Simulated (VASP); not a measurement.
# H7C2F in VASP: further runs

H7C2F is run at these levels: PBE+D3(BJ); tasks: single point, relaxation of the atoms.

Program: VASP 6.6.1. These are calculated values, not measurements. Logs are shortened: lines on timing, memory, paths and dates and some standing lists are left out, and cuts for length are marked.

## 1. The cell of the first run

The cell holds an amorphous packing of atoms, 30 atoms: a = 7.230 Å, b = 7.230 Å, c = 7.230 Å, α = 90.00°, β = 90.00°, γ = 90.00°.

## 2. Single point, PBE+D3(BJ)

File INCAR:

```
SYSTEM = H7C2F
PREC     = Accurate       ! precision mode
ENCUT    = 520            ! plane-wave cutoff, eV
EDIFF    = 1E-6           ! SCF threshold, eV
ISMEAR   = -1             ! smearing method
SIGMA    = 0.02           ! smearing width, eV
LREAL    = Auto         
LASPH    = .True.         ! aspherical terms in the spheres
NELM     = 60             ! most SCF steps
ALGO     = Normal         ! electronic algorithm
ISIF     = 2              ! what is computed and relaxed
LWAVE    = .False.        ! write WAVECAR
LCHARG   = .True.         ! write CHGCAR
GGA      = PE             ! functional
IVDW     = 12             ! dispersion correction
LELF     = .True.         ! ELF
LVHAR    = .True.       
NBANDS   = 54             ! bands
```

File KPOINTS:

```
Automatic mesh
0
Gamma
  1 1 1
  0 0 0
```

File POSCAR:

```
H7C2F
1.0
    7.2304270000      0.0000000000      0.0000000000
    0.0000000000      7.2304270000      0.0000000000
    0.0000000000      0.0000000000      7.2304270000
C H F
6 21 3
Direct
    0.4818249323      0.7277716793      0.6020944544
    0.6022189284      0.8564224492      0.7479917853
    0.1013909690      1.0131075246     -0.1505443593
   -0.0295003324      0.9372337208      0.0083674173
    0.4109992397      0.4181634086      0.2786972332
    0.5020588687      0.4749650332      0.0975599366
    0.4403612677      0.8371013220      0.5087389721
    0.6001720230      0.6212911077      0.5864798856
    0.3529528754      0.6547331160      0.6561161602
    0.5306187311      1.0008675836      0.7534271489
    0.6454252287      0.8215559053      0.8952168385
    0.7337049389      0.8915794323      0.6968744723
    0.2355185939      1.0669909260     -0.1157884590
    0.1466026834      0.9185626243     -0.2623496510
    0.0048406546      1.1172645820     -0.2414241925
    0.0112164883      0.9668446967      0.1488017236
   -0.1857151728      0.9445085332      0.0123505846
    0.0290439278      0.7933971258      0.0123920759
    0.2714915730      0.4818111019      0.2965661641
    0.3751369041      0.2864976024      0.3128031028
    0.4943829735      0.4823089978      0.4060064502
    0.6464071901      0.5384467612      0.0938118869
    0.5067888798      0.3609745317     -0.0137889505
    0.4261020822      0.5908226444      0.0672297777
    0.8368662044      0.2660008876      0.7390296590
    0.8391343969      0.3550689330      0.2895956214
    1.0662302517      0.6034360073      0.5329422453
    0.7794145491      0.3739198252      0.7873255618
    0.9518386673      0.2856677759      0.2437062154
    1.0570053470      0.6523681105      0.4133365844
```

Potentials or basis: VASP PAW PBE potentials, release 64 (C, H, F).

Command:

```
> cat potpaw_PBE.64/C/POTCAR potpaw_PBE.64/H/POTCAR potpaw_PBE.64/F/POTCAR > POTCAR
> mpirun -np 1 vasp_gam > vasp.out
```

OUTCAR:

```text
SYSTEM = H7C2F
   PREC = Accurate
   ENCUT = 520
   EDIFF = 1E-6
   ISMEAR = -1
   LREAL = Auto
   LASPH = .True.
   NELM = 60
   ISIF = 2
   GGA = PE
   IVDW = 12
 IVDW          = 12

 ion  position               nearest neighbor table
   1  0.482  0.728  0.602-   7 1.08   9 1.14   8 1.16   2 1.65
   2  0.602  0.856  0.748-  12 1.05  11 1.14  10 1.17   1 1.65
   3  0.101  0.013  0.849-  13 1.07  14 1.11  15 1.22   4 1.59
   4  0.970  0.937  0.008-  16 1.08  18 1.12  17 1.13   3 1.59
   5  0.411  0.418  0.279-  20 1.02  19 1.12  21 1.19   6 1.52
   6  0.502  0.475  0.098-  24 1.03  22 1.14  23 1.15   5 1.52
   7  0.440  0.837  0.509-   1 1.08
   8  0.600  0.621  0.586-   1 1.16
   9  0.353  0.655  0.656-   1 1.14
  10  0.531  0.001  0.753-   2 1.17
  11  0.645  0.822  0.895-   2 1.14
  12  0.734  0.892  0.697-   2 1.05
[... 16 lines left out ...]
  29  0.952  0.286  0.244-  26 1.01
  30  0.057  0.652  0.413-  27 0.94

  LATTYP: Found a simple cubic cell.
 ALAT       =     7.2304270000

  Lattice vectors:

 A1 = (   7.2304270000,   0.0000000000,   0.0000000000)
 A2 = (   0.0000000000,   7.2304270000,   0.0000000000)
 A3 = (   0.0000000000,   0.0000000000,   7.2304270000)

Analysis of symmetry for initial positions (statically):
=====================================================================
 Subroutine PRICEL returns:
 Original cell was already a primitive cell.

 Routine SETGRP: Setting up the symmetry group for a
 simple cubic supercell.

 Subroutine GETGRP returns: Found  1 space group operations
 (whereof  1 operations were pure point group operations)
 out of a pool of 48 trial point group operations.

The static configuration has the point symmetry C_1 .

Analysis of symmetry for dynamics (positions and initial velocities):
=====================================================================
 Subroutine PRICEL returns:
 Original cell was already a primitive cell.

 Routine SETGRP: Setting up the symmetry group for a
 simple cubic supercell.

 Subroutine GETGRP returns: Found  1 space group operations
 (whereof  1 operations were pure point group operations)
 out of a pool of 48 trial point group operations.

The dynamic configuration has the point symmetry C_1 .

 Subroutine INISYM returns: Found  1 space group operations
 (whereof  1 operations are pure point group operations),
 and found     1 'primitive' translations

----------------------------------------------------------------------------------------

                                     Primitive cell

  volume of cell :     378.0000

  direct lattice vectors                    reciprocal lattice vectors
     7.230427000  0.000000000  0.000000000     0.138304418  0.000000000  0.000000000
     0.000000000  7.230427000  0.000000000     0.000000000  0.138304418  0.000000000
     0.000000000  0.000000000  7.230427000     0.000000000  0.000000000  0.138304418

  length of vectors
     7.230427000  7.230427000  7.230427000     0.138304418  0.138304418  0.138304418

  position of ions in fractional coordinates (direct lattice)
     0.481824932  0.727771679  0.602094454
     0.602218928  0.856422449  0.747991785
     0.101390969  0.013107525  0.849455641
     0.970499668  0.937233721  0.008367417
     0.410999240  0.418163409  0.278697233
     0.502058869  0.474965033  0.097559937
[... 22 lines left out ...]
     0.951838667  0.285667776  0.243706215
     0.057005347  0.652368110  0.413336584

  ion indices of the primitive-cell ions
   primitive index   ion index
                 1           1
                 2           2
                 3           3
                 4           4
                 5           5
                 6           6
[... 22 lines left out ...]
                29          29
                30          30

----------------------------------------------------------------------------------------

 KPOINTS: Automatic mesh

Automatic generation of k-mesh.
 Grid dimensions read from file:
 generate k-points for:    1    1    1

 Generating k-lattice:

  Cartesian coordinates                     Fractional coordinates (reciprocal lattice)
     0.138304418  0.000000000  0.000000000     1.000000000  0.000000000  0.000000000
     0.000000000  0.138304418  0.000000000     0.000000000  1.000000000  0.000000000
     0.000000000  0.000000000  0.138304418     0.000000000  0.000000000  1.000000000

  Length of vectors
     0.138304418  0.138304418  0.138304418

  Shift w.r.t. Gamma in fractional coordinates (k-lattice)
     0.000000000  0.000000000  0.000000000

 Subroutine IBZKPT returns following result:
 ===========================================

 Found      1 irreducible k-points:

 Following reciprocal coordinates:
            Coordinates               Weight
  0.000000  0.000000  0.000000      1.000000
   k-points           NKPTS =      1   k-points in BZ     NKDIM =      1   number of bands    NBANDS=     54
   number of dos      NEDOS =    301   number of ions     NIONS =     30
   total plane-waves  NPLWV = 157464
   dimension x,y,z NGX =    54 NGY =   54 NGZ =   54
   dimension x,y,z NGXF=   108 NGYF=  108 NGZF=  108
   ions per type =               6  21   3
   NGX,Y,Z   is equivalent  to a cutoff of  12.42, 12.42, 12.42 a.u.
   NGXF,Y,Z  is equivalent  to a cutoff of  24.83, 24.83, 24.83 a.u.
 SYSTEM =  H7C2F
   PREC   = accura    normal or accurate (medium, high low for compatibility)
   ISTART =      0    job   : 0-new  1-cont  2-samecut
   ICHARG =      2    charge: 1-file 2-atom 10-const
   ISPIN  =      1    spin polarized calculation?
   LNONCOLLINEAR =      F non collinear calculations
   LSORBIT =      F    spin-orbit coupling
   LASPH  =      T    aspherical Exc in radial PAW
   ENCUT  =  520.0 eV  38.22 Ry    6.18 a.u.  13.44 13.44 13.44*2*pi/ulx,y,z
   NELM   =     60;   NELMIN=  2; NELMDL= -5     # of ELM steps
   EDIFF  = 0.1E-05   stopping-criterion for ELM
   LREAL  =      T    real-space projection
   EDIFFG = 0.1E-04   stopping-criterion for IOM
   NSW    =      0    number of steps for IOM
   IBRION =     -1    ionic relax: 0-MD 1-quasi-New 2-CG
   NFREE  =      0    steps in history (QN), initial steepest desc. (CG)
   ISIF   =      2    stress and relaxation
   ISYM   =      2    0-nonsym 1-usesym 2-fastsym
   POTIM  = 0.5000    time-step for ionic-motion
   TEBEG  =    0.0;   TEEND  =   0.0 temperature during run
   PSTRESS=    0.0 pullay stress
   NELECT =      66.0000    total number of electrons
   NUPDOWN=      -1.0000    fix difference up-down
   EMIN   =  10.00;   EMAX   =-10.00  energy-range for DOS
   EFERMI =   0.00;   METHOD = LEGACY
   ISMEAR =    -1;   SIGMA  =   0.02  broadening in eV -4-tet -1-fermi 0-gaus
   EFERMI_NEDOS =   21; number of points for ismear=-14 and -15
   IALGO  =     38    algorithm
   IMIX   =      4    mixing-type and parameters
     AMIX     =   0.40;   BMIX     =  1.00
     AMIX_MAG =   1.60;   BMIX_MAG =  1.00
  volume/ion in A,a.u.               =      12.60        85.03
  Fermi-wavevector in a.u.,A,eV,Ry     =   0.915009  1.729117 11.391370  0.837242
  Thomas-Fermi vector in A             =   2.039702
   LORBIT       =      0    0 simple, 1 ext, 2 COOP (PROOUT), +10 PAW based schemes
   GGA     = PE    functional components
   LHFCALC =     F    Hartree Fock is set to
   AEXX    =    0.0000 exact exchange contribution
   IVDW    =    12    specifies the selected vdW correction
   LEPSILON=     F    determine dielectric tensor
   LRPA    =     F    only Hartree local field effects (RPA)
 non-spin polarized calculation
  energy-cutoff  :      520.00
  volume of cell :      378.00
 maximum number of plane-waves:      5066
 NGX is ok and might be reduce to    54
   NGX = 27   NGY = 27   NGZ = 27

 number of electron      65.9999994 magnetization

 Free energy of the ion-electron system (eV)
  ---------------------------------------------------
  ext. energy  EPLUGINS =         0.00000000
  ---------------------------------------------------
  free energy    TOTEN  =      -141.87434690 eV

  energy without entropy =     -141.87434690  energy(sigma->0) =     -141.87434690

 E-fermi :  -3.7792     XC(G=0):  -5.8804

 val. band max:       -4.3658970133   @ k =   0.0000   0.0000   0.0000
 cond. band min:       0.3249582142   @ k =   0.0000   0.0000   0.0000
 fundamental gap:      4.6908552275
 Fermi energy:        -3.7792283212

 k-point     1 :       0.0000    0.0000    0.0000
  band No.  band energies     occupation
      1     -27.7463      2.00000
      2     -27.5149      2.00000
      3     -26.7199      2.00000
      4     -16.0797      2.00000
      5     -15.9117      2.00000
      6     -15.7146      2.00000
[... 37 lines left out ...]
     44       4.6910      0.00000
     45       4.8523      0.00000
 [bands above 45 left out]

------------------------ aborting loop because EDIFF is reached ----------------------------------------

 Edisp (eV)   -0.85557

 E8    (eV) :    -0.1841

  FORCE on cell =-STRESS in cart. coord.  units (eV):
  Direction    XX          YY          ZZ          XY          YZ          ZX
  --------------------------------------------------------------------------------------
  -------------------------------------------------------------------------------------
  Total     -11.74196     1.03029    -2.90846     2.27610    -1.36779     0.72981
  in kB     -49.76906     4.36696   -12.32770     9.64738    -5.79747     3.09334
  external pressure =      -19.24 kB  Pullay stress =        0.00 kB

 VOLUME and BASIS-vectors are now :
 -----------------------------------------------------------------------------
  energy-cutoff  :      520.00
  volume of cell :      378.00
      direct lattice vectors                 reciprocal lattice vectors
     7.230427000  0.000000000  0.000000000     0.138304418  0.000000000  0.000000000
     0.000000000  7.230427000  0.000000000     0.000000000  0.138304418  0.000000000
     0.000000000  0.000000000  7.230427000     0.000000000  0.000000000  0.138304418

 POSITION                                       TOTAL-FORCE (eV/Angst)
 -----------------------------------------------------------------------------------
      3.48380      5.26210      4.35340         2.396494     -0.249416      3.574487
      4.35430      6.19230      5.40830        -2.932854      1.382151      1.123876
      0.73310      0.09477      6.14193        -3.293773      1.337220     -1.643767
      7.01713      6.77660      0.06050         1.863400     -1.945829     -0.217127
      2.97170      3.02350      2.01510         1.182889      3.913299      2.317159
      3.63010      3.43420      0.70540         1.917893     -2.331117     -0.461165
[... 22 lines left out ...]
      6.88220      2.06550      1.76210        -2.517284      1.491003      1.176611
      0.41217      4.71690      2.98860        -0.284302      0.218758     -0.049673
 -----------------------------------------------------------------------------------
    total drift:                                0.009860      0.002148      0.011968

  FREE ENERGIE OF THE ION-ELECTRON SYSTEM (eV)
  ---------------------------------------------------
  free  energy   TOTEN  =      -142.7299156349 eV

  energy  without entropy=     -142.7299156349  energy(sigma->0) =     -142.72991563
```

It took 62 s on 1 thread of Intel Xeon Platinum 8259CL at 2.50GHz (Skylake/Cascade Lake), shared host; peak memory 0.35 GiB.

Results:

```yaml
Free_energy: -142.7299 eV
Pressure: -1.9 GPa
Largest_force: 4.699 eV/Å
Band_gap_on_the_k_mesh: 4.69 eV
Dispersion_energy_per_atom: -0.029 eV
```

Forces on the atoms (eV/Å):
```
C    2.396 -0.249  3.574
C   -2.933  1.382  1.124
C   -3.294  1.337 -1.644
C    1.863 -1.946 -0.217
C    1.183  3.913  2.317
C    1.918 -2.331 -0.461
H    0.228 -0.577 -1.274
H   -1.749  0.946 -1.116
H    1.217  0.706  0.010
H    0.585 -1.415  0.321
H   -1.310 -0.556 -1.077
H    1.442 -0.024 -1.429
H    0.149  1.053  0.837
H   -0.778 -0.632  0.403
H    1.996 -0.926  1.253
H    0.397  1.237  0.418
H    1.429  0.065 -0.789
H   -1.359 -0.200 -0.095
H    0.646  0.205 -0.456
H    0.118 -3.516  0.207
H   -1.193 -1.232 -1.831
H   -0.632 -0.947  0.747
H   -0.422  1.346  0.930
H   -1.597  2.025 -1.778
H   -0.039  0.184  0.266
H    2.408 -1.393 -1.163
H    0.002 -0.064  0.173
F    0.129 -0.101 -0.377
F   -2.517  1.491  1.177
F   -0.284  0.219 -0.050
```

Levels at points of the mesh, in eV from the valence-band top:
| k point | band 29 | band 30 | band 31 | band 32 | band 33 | band 34 | band 35 | band 36 | band 37 | band 38 |
| --- | --- | --- | --- | --- | --- | --- | --- | --- | --- | --- |
| (0.00, 0.00, 0.00) | -1.40 | -1.05 | -0.62 | -0.44 | 0.00 | 4.69 | 6.30 | 6.53 | 6.92 | 7.21 |

Caveat: the k points lie up to 0.87 Å⁻¹ apart.

(Part 1 of 3 ends here.)
